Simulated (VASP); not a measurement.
# ZnO (Fm-3m) in VASP: a series of runs

Runs on ZnO. Level: PBE. Tasks: single point, relaxation of cell and atoms.

All numbers are computed with VASP 6.6.1; they aren't measurements. Logs are shortened: lines on timing, memory, paths and dates and some standing lists are left out, and cuts for length are marked.

### 1 The cell of the first run

The structure is cubic, space group Fm-3m (No. 225). The conventional cell has a = 4.330 Å, b = 4.330 Å, c = 4.330 Å, α = 90.00°, β = 90.00°, γ = 90.00°. Within 2.9 Å of Zn (site symmetry m-3m) lie 6 O at 2.16 Å. Within 2.9 Å of O (site symmetry m-3m) lie 6 Zn at 2.16 Å.

### 2 Single point, PBE

File INCAR:

```
SYSTEM = ZnO
PREC = Accurate
ENCUT = 520
EDIFF = 1E-7
ISMEAR = 0
SIGMA = 0.02
LREAL = .False.
LASPH = .True.
NELM = 80
ALGO = Normal
ISIF = 2
LWAVE = .False.
LCHARG = .False.
GGA = PE
NBANDS = 16
```

File KPOINTS:

```
regular mesh
0
Gamma
  12 12 12
  0 0 0
```

File POSCAR:

```
ZnO
1.0
    0.0000000000      2.1649350191      2.1649350191
    2.1649350191      0.0000000000      2.1649350191
    2.1649350191      2.1649350191      0.0000000000
Zn O
1 1
Direct
    0.0000000000      0.0000000000      0.0000000000
    0.5000000000      0.5000000000      0.5000000000
```

Potentials or basis: VASP PAW PBE potentials, release 64 (Zn, O).

On the command line:

```console
> cat potpaw_PBE.64/Zn/POTCAR potpaw_PBE.64/O/POTCAR > POTCAR
> mpirun -np 1 vasp_std > vasp.out
```

OUTCAR:

```text
SYSTEM = ZnO
   PREC = Accurate
   ENCUT = 520
   EDIFF = 1E-7
   ISMEAR = 0
   LREAL = .False.
   LASPH = .True.
   NELM = 80
   ISIF = 2
   GGA = PE

 ion  position               nearest neighbor table
   1  0.000  0.000  0.000-   2 2.16   2 2.16   2 2.16   2 2.16   2 2.16   2 2.16
   2  0.500  0.500  0.500-   1 2.16   1 2.16   1 2.16   1 2.16   1 2.16   1 2.16

  LATTYP: Found a face centered cubic cell.
 ALAT       =     4.3298700382

  Lattice vectors:

 A1 = (   0.0000000000,   2.1649350191,   2.1649350191)
 A2 = (   2.1649350191,   0.0000000000,   2.1649350191)
 A3 = (   2.1649350191,   2.1649350191,   0.0000000000)

Analysis of symmetry for initial positions (statically):
=====================================================================
 Subroutine PRICEL returns:
 Original cell was already a primitive cell.

 Routine SETGRP: Setting up the symmetry group for a
 face centered cubic supercell.

 Subroutine GETGRP returns: Found 48 space group operations
 (whereof 48 operations were pure point group operations)
 out of a pool of 48 trial point group operations.

The static configuration has the point symmetry O_h .

Analysis of symmetry for dynamics (positions and initial velocities):
=====================================================================
 Subroutine PRICEL returns:
 Original cell was already a primitive cell.

 Routine SETGRP: Setting up the symmetry group for a
 face centered cubic supercell.

 Subroutine GETGRP returns: Found 48 space group operations
 (whereof 48 operations were pure point group operations)
 out of a pool of 48 trial point group operations.

The dynamic configuration has the point symmetry O_h .

 Subroutine INISYM returns: Found 48 space group operations
 (whereof 48 operations are pure point group operations),
 and found     1 'primitive' translations

----------------------------------------------------------------------------------------

                                     Primitive cell

  volume of cell :      20.2939

  direct lattice vectors                    reciprocal lattice vectors
     0.000000000  2.164935019  2.164935019    -0.230953814  0.230953814  0.230953814
     2.164935019  0.000000000  2.164935019     0.230953814 -0.230953814  0.230953814
     2.164935019  2.164935019  0.000000000     0.230953814  0.230953814 -0.230953814

  length of vectors
     3.061680466  3.061680466  3.061680466     0.400023740  0.400023740  0.400023740

  position of ions in fractional coordinates (direct lattice)
     0.000000000  0.000000000  0.000000000
     0.500000000  0.500000000  0.500000000

  ion indices of the primitive-cell ions
   primitive index   ion index
                 1           1
                 2           2

----------------------------------------------------------------------------------------

 KPOINTS: regular mesh

Automatic generation of k-mesh.
 Grid dimensions read from file:
 generate k-points for:   12   12   12

 Generating k-lattice:

  Cartesian coordinates                     Fractional coordinates (reciprocal lattice)
    -0.019246151  0.019246151  0.019246151     0.083333333  0.000000000  0.000000000
     0.019246151 -0.019246151  0.019246151     0.000000000  0.083333333  0.000000000
     0.019246151  0.019246151 -0.019246151     0.000000000  0.000000000  0.083333333

  Length of vectors
     0.033335312  0.033335312  0.033335312

  Shift w.r.t. Gamma in fractional coordinates (k-lattice)
     0.000000000  0.000000000  0.000000000

 Subroutine IBZKPT returns following result:
 ===========================================

 Found     72 irreducible k-points:

 Following reciprocal coordinates:
            Coordinates               Weight
  0.000000  0.000000  0.000000      1.000000
  0.083333  0.000000  0.000000      8.000000
  0.166667  0.000000  0.000000      8.000000
  0.250000  0.000000  0.000000      8.000000
  0.333333  0.000000  0.000000      8.000000
  0.416667  0.000000  0.000000      8.000000
[... 16 lines left out ...]
  0.500000  0.166667  0.000000     24.000000
 -0.416667  0.166667  0.000000     24.000000
 [... further k-points ...]
   k-points           NKPTS =     72   k-points in BZ     NKDIM =     72   number of bands    NBANDS=     16
   number of dos      NEDOS =    301   number of ions     NIONS =      2
   total plane-waves  NPLWV =  13824
   dimension x,y,z NGX =    24 NGY =   24 NGZ =   24
   dimension x,y,z NGXF=    48 NGYF=   48 NGZF=   48
   ions per type =               1   1
   NGX,Y,Z   is equivalent  to a cutoff of  13.03, 13.03, 13.03 a.u.
   NGXF,Y,Z  is equivalent  to a cutoff of  26.06, 26.06, 26.06 a.u.
 SYSTEM =  ZnO
   PREC   = accura    normal or accurate (medium, high low for compatibility)
   ISTART =      0    job   : 0-new  1-cont  2-samecut
   ICHARG =      2    charge: 1-file 2-atom 10-const
   ISPIN  =      1    spin polarized calculation?
   LNONCOLLINEAR =      F non collinear calculations
   LSORBIT =      F    spin-orbit coupling
   LASPH  =      T    aspherical Exc in radial PAW
   ENCUT  =  520.0 eV  38.22 Ry    6.18 a.u.   5.69  5.69  5.69*2*pi/ulx,y,z
   NELM   =     80;   NELMIN=  2; NELMDL= -5     # of ELM steps
   EDIFF  = 0.1E-06   stopping-criterion for ELM
   LREAL  =      F    real-space projection
   EDIFFG = 0.1E-05   stopping-criterion for IOM
   NSW    =      0    number of steps for IOM
   IBRION =     -1    ionic relax: 0-MD 1-quasi-New 2-CG
   NFREE  =      0    steps in history (QN), initial steepest desc. (CG)
   ISIF   =      2    stress and relaxation
   ISYM   =      2    0-nonsym 1-usesym 2-fastsym
   POTIM  = 0.5000    time-step for ionic-motion
   TEBEG  =    0.0;   TEEND  =   0.0 temperature during run
   PSTRESS=    0.0 pullay stress
   NELECT =      18.0000    total number of electrons
   NUPDOWN=      -1.0000    fix difference up-down
   EMIN   =  10.00;   EMAX   =-10.00  energy-range for DOS
   EFERMI =   0.00;   METHOD = LEGACY
   ISMEAR =     0;   SIGMA  =   0.02  broadening in eV -4-tet -1-fermi 0-gaus
   EFERMI_NEDOS =   21; number of points for ismear=-14 and -15
   IALGO  =     38    algorithm
   IMIX   =      4    mixing-type and parameters
     AMIX     =   0.40;   BMIX     =  1.00
     AMIX_MAG =   1.60;   BMIX_MAG =  1.00
  volume/ion in A,a.u.               =      10.15        68.47
  Fermi-wavevector in a.u.,A,eV,Ry     =   1.572935  2.972416 33.662512  2.474125
  Thomas-Fermi vector in A             =   2.674295
   LORBIT       =      0    0 simple, 1 ext, 2 COOP (PROOUT), +10 PAW based schemes
   GGA     = PE    functional components
   LHFCALC =     F    Hartree Fock is set to
   AEXX    =    0.0000 exact exchange contribution
   IVDW    =     0    specifies the selected vdW correction
   LEPSILON=     F    determine dielectric tensor
   LRPA    =     F    only Hartree local field effects (RPA)
 non-spin polarized calculation
 Gauss-broadening in eV      SIGMA  =   0.02
  energy-cutoff  :      520.00
  volume of cell :       20.29
 maximum number of plane-waves:       568
   NGX = 11   NGY = 11   NGZ = 11

 number of electron      18.0000011 magnetization

 Free energy of the ion-electron system (eV)
  ---------------------------------------------------
  ext. energy  EPLUGINS =         0.00000000
  ---------------------------------------------------
  free energy    TOTEN  =        -8.63197279 eV

  energy without entropy =       -8.63197279  energy(sigma->0) =       -8.63197279

 E-fermi :   2.5273     XC(G=0): -12.0978

 val. band max:        2.3788783420   @ k =   0.5000   0.0000   0.0000
 cond. band min:       3.1008824686   @ k =   0.0000   0.0000   0.0000
 fundamental gap:      0.7220041266
 Fermi energy:         2.5273147580

 k-point     1 :       0.0000    0.0000    0.0000
  band No.  band energies     occupation
      1     -15.9014      2.00000
      2      -2.4220      2.00000
      3      -2.4220      2.00000
      4      -2.4220      2.00000
      5      -2.2221      2.00000
      6      -2.2221      2.00000
[... 8 lines left out ...]
     15      21.2960      0.00000
     16      21.2960      0.00000

 k-point     2 :       0.0833    0.0000    0.0000
  band No.  band energies     occupation
      1     -15.8290      2.00000
      2      -2.4682      2.00000
      3      -2.4229      2.00000
      4      -2.4229      2.00000
      5      -2.2869      2.00000
      6      -2.2869      2.00000
[... 8 lines left out ...]
     15      21.4823      0.00000
     16      21.4823      0.00000

 k-point     3 :       0.1667    0.0000    0.0000
  band No.  band energies     occupation
      1     -15.6245      2.00000
      2      -2.6771      2.00000
      3      -2.5745      2.00000
      4      -2.5745      2.00000
      5      -2.2927      2.00000
      6      -2.2927      2.00000
[... 8 lines left out ...]
     15      22.0871      0.00000
     16      22.0871      0.00000

 k-point     4 :       0.2500    0.0000    0.0000
  band No.  band energies     occupation
      1     -15.3250      2.00000
      2      -3.2037      2.00000
      3      -2.8315      2.00000
      4      -2.8315      2.00000
      5      -2.2113      2.00000
      6      -2.2113      2.00000
[... 8 lines left out ...]
     15      23.0795      0.00000
     16      23.0795      0.00000
[... 324 lines left out ...]
 k-point    22 :       0.4167    0.1667    0.0000
  band No.  band energies     occupation
      1     -14.7939      2.00000
      2      -3.9429      2.00000
      3      -3.0932      2.00000
      4      -2.8902      2.00000
      5      -2.1908      2.00000
      6      -2.0169      2.00000
[... 8 lines left out ...]
     15      25.8201      0.00000
     16      27.3478      0.00000

 k-point    23 :       0.5000    0.1667    0.0000
  band No.  band energies     occupation
      1     -14.6119      2.00000
      2      -4.2233      2.00000
      3      -3.2093      2.00000
      4      -3.0733      2.00000
      5      -2.1027      2.00000
      6      -2.0070      2.00000
[... 8 lines left out ...]
     15      25.5606      0.00000
     16      27.1590      0.00000

 k-point    24 :      -0.4167    0.1667    0.0000
  band No.  band energies     occupation
      1     -14.5811      2.00000
      2      -4.3002      2.00000
      3      -3.1770      2.00000
      4      -3.1741      2.00000
      5      -2.0442      2.00000
      6      -2.0396      2.00000
[... 8 lines left out ...]
     15      24.9850      0.00000
     16      25.7431      0.00000

 [... further k-points ...]
[... 5 lines left out ...]
  --------------------------------------------------------------------------------------
  -------------------------------------------------------------------------------------
  Total        0.1217457      0.1217457      0.1217457     -0.0000000     -0.0000000      0.0000000
  in kB        9.6116892      9.6116892      9.6116892     -0.0000000     -0.0000000      0.0000000
  external PRESSURE =       9.6116892 kB  Pullay stress =       0.0000000 kB

 VOLUME and BASIS-vectors are now :
 -----------------------------------------------------------------------------
  energy-cutoff  :      520.00
  volume of cell :       20.29
      direct lattice vectors                 reciprocal lattice vectors
     0.000000000  2.164935019  2.164935019    -0.230953814  0.230953814  0.230953814
     2.164935019  0.000000000  2.164935019     0.230953814 -0.230953814  0.230953814
     2.164935019  2.164935019  0.000000000     0.230953814  0.230953814 -0.230953814

 POSITION                                       TOTAL-FORCE (eV/Angst)
 -----------------------------------------------------------------------------------
      0.00000      0.00000      0.00000        -0.000000      0.000000     -0.000000
      2.16494      2.16494      2.16494         0.000000     -0.000000      0.000000
 -----------------------------------------------------------------------------------
    total drift:                                0.000000     -0.000000     -0.000000

  FREE ENERGIE OF THE ION-ELECTRON SYSTEM (eV)
  ---------------------------------------------------
  free  energy   TOTEN  =        -8.6319727872 eV

  energy  without entropy=       -8.6319727872  energy(sigma->0) =       -8.63197279
```

Wall time 14 s (1 thread of Intel Xeon Platinum 8559C (Emerald Rapids), shared host); peak memory 0.13 GiB.

Results:

* Free energy: -8.6320 eV
* Pressure: 1.0 GPa
* Band gap on the k mesh: 0.72 eV, indirect (least direct gap 1.96 eV)

A k mesh can miss the band edges.

### 3 Relaxation of cell and atoms, PBE

File INCAR:

```
SYSTEM = ZnO
ALGO = Normal ; EDIFF = 1E-7
EDIFFG = -0.01 ; ENCUT = 600
GGA = PE ; IBRION = 2
ISIF = 3 ; ISMEAR = 0
LASPH = .True. ; LCHARG = .False.
LREAL = .False. ; LWAVE = .False.
NELM = 80 ; NSW = 100
PREC = Accurate ; SIGMA = 0.02
```

File KPOINTS:

```
k-points
0
Gamma
  12 12 12
  0 0 0
```

POSCAR is that of step 2.

Potentials or basis: VASP PAW PBE potentials, release 64 (Zn, O).

On the command line:

```console
> cat potpaw_PBE.64/Zn/POTCAR potpaw_PBE.64/O/POTCAR > POTCAR
> mpirun -np 1 vasp_std > vasp.out
```

OUTCAR:

```text
SYSTEM = ZnO
   EDIFF = 1E-7
   EDIFFG = -0.01
   ENCUT = 600
   GGA = PE
   IBRION = 2
   ISIF = 3
   ISMEAR = 0
   LASPH = .True.
   LREAL = .False.
   NELM = 80
   NSW = 100
   PREC = Accurate

 ion  position               nearest neighbor table
   1  0.000  0.000  0.000-   2 2.16   2 2.16   2 2.16   2 2.16   2 2.16   2 2.16
   2  0.500  0.500  0.500-   1 2.16   1 2.16   1 2.16   1 2.16   1 2.16   1 2.16

  LATTYP: Found a face centered cubic cell.
 ALAT       =     4.3298700382

  Lattice vectors:

 A1 = (   0.0000000000,   2.1649350191,   2.1649350191)
 A2 = (   2.1649350191,   0.0000000000,   2.1649350191)
 A3 = (   2.1649350191,   2.1649350191,   0.0000000000)

Analysis of symmetry for initial positions (statically):
=====================================================================
 Subroutine PRICEL returns:
 Original cell was already a primitive cell.

 Routine SETGRP: Setting up the symmetry group for a
 face centered cubic supercell.

 Subroutine GETGRP returns: Found 48 space group operations
 (whereof 48 operations were pure point group operations)
 out of a pool of 48 trial point group operations.

The static configuration has the point symmetry O_h .

[... 170 lines left out ...]
  in kB        7.5335794      7.5335794      7.5335794      0.0000000      0.0000000     -0.0000000
  external PRESSURE =       7.5335794 kB  Pullay stress =       0.0000000 kB
[... 59 lines left out ...]
--------------------------------------- Ionic step        3  -------------------------------------------

 number of electron      18.0000010 magnetization

 Free energy of the ion-electron system (eV)
  ---------------------------------------------------
  ext. energy  EPLUGINS =         0.00000000
  ---------------------------------------------------
  free energy    TOTEN  =        -8.63420688 eV

  energy without entropy =       -8.63420688  energy(sigma->0) =       -8.63420688

 E-fermi :   2.5012     XC(G=0): -12.0731

 val. band max:        2.3338376593   @ k =   0.5000   0.0000   0.0000
 cond. band min:       3.0380700295   @ k =   0.0000   0.0000   0.0000
 fundamental gap:      0.7042323702
 Fermi energy:         2.5011652279

 k-point     1 :       0.0000    0.0000    0.0000
  band No.  band energies     occupation
      1     -15.9078      2.00000
      2      -2.4601      2.00000
      3      -2.4601      2.00000
      4      -2.4601      2.00000
      5      -2.2622      2.00000
      6      -2.2622      2.00000
      7       1.1089      2.00000
      8       1.1089      2.00000
      9       1.1089      2.00000
     10       3.0381      0.00000
     11      20.0853      0.00000
     12      20.0853      0.00000
     13      20.0853      0.00000
[... 354 lines left out ...]
  band No.  band energies     occupation
      1     -14.6000      2.00000
      2      -4.3121      2.00000
      3      -3.2033      2.00000
      4      -3.2020      2.00000
      5      -2.0862      2.00000
      6      -2.0816      2.00000
      7      -1.2364      2.00000
      8       1.0424      2.00000
      9       2.0523      2.00000
     10       9.0882      0.00000
     11      10.3915      0.00000
     12      13.6184      0.00000
     13      15.4352      0.00000

 [... further k-points ...]
[... 5 lines left out ...]
  --------------------------------------------------------------------------------------
  -------------------------------------------------------------------------------------
  Total        0.0008271      0.0008271      0.0008271      0.0000000      0.0000000     -0.0000000
  in kB        0.0650172      0.0650172      0.0650172      0.0000000      0.0000000     -0.0000000
  external PRESSURE =       0.0650172 kB  Pullay stress =       0.0000000 kB
[... 17 lines left out ...]
  FREE ENERGIE OF THE ION-ELECTRON SYSTEM (eV)
  ---------------------------------------------------
  free  energy   TOTEN  =        -8.6342068767 eV

  energy  without entropy=       -8.6342068767  energy(sigma->0) =       -8.63420688

 reached required accuracy - stopping structural energy minimisation
```

Run time: 23 s. Hardware: 1 thread of Intel Xeon Platinum 8559C (Emerald Rapids), shared host; peak memory 0.14 GiB.

What came out:

| Property | Result |
| --- | --- |
| Free energy | -8.6342 eV |
| Relaxed volume | 10.19 Å³/atom |
| Relaxed cell | a = 3.066 Å, b = 3.066 Å, c = 3.066 Å, α = 60.00°, β = 60.00°, γ = 60.00° |
| Space group after relaxing (to 0.05 Å) | Fm-3m (No. 225) |
| Energy gained by relaxing | 0.1 meV/atom |
| Ionic steps | 3 |
| Pressure after relaxing | 0.0 GPa |
| Band gap on the k mesh | 0.70 eV, indirect (least direct gap 1.93 eV) |

The path:
| step | energy change (eV) | largest force (eV/Å) | pressure (GPa) | volume (Å³) |
| --- | --- | --- | --- | --- |
| 1 | 0.0000 | 0.0000 | 0.75 | 20.29 |
| 2 | -0.0001 | 0.0000 | -0.40 | 20.43 |
| 3 | -0.0002 | 0.0000 | 0.01 | 20.38 |

Final structure:
```
CELL_PARAMETERS angstrom
0.00000 2.16807 2.16807
2.16807 0.00000 2.16807
2.16807 2.16807 0.00000
ATOMIC_POSITIONS crystal
Zn 0.00000 0.00000 0.00000
O 0.50000 0.50000 0.50000
```

A k mesh can miss the band edges. PBE gaps usually lie below the measured ones, often by a third to a half.
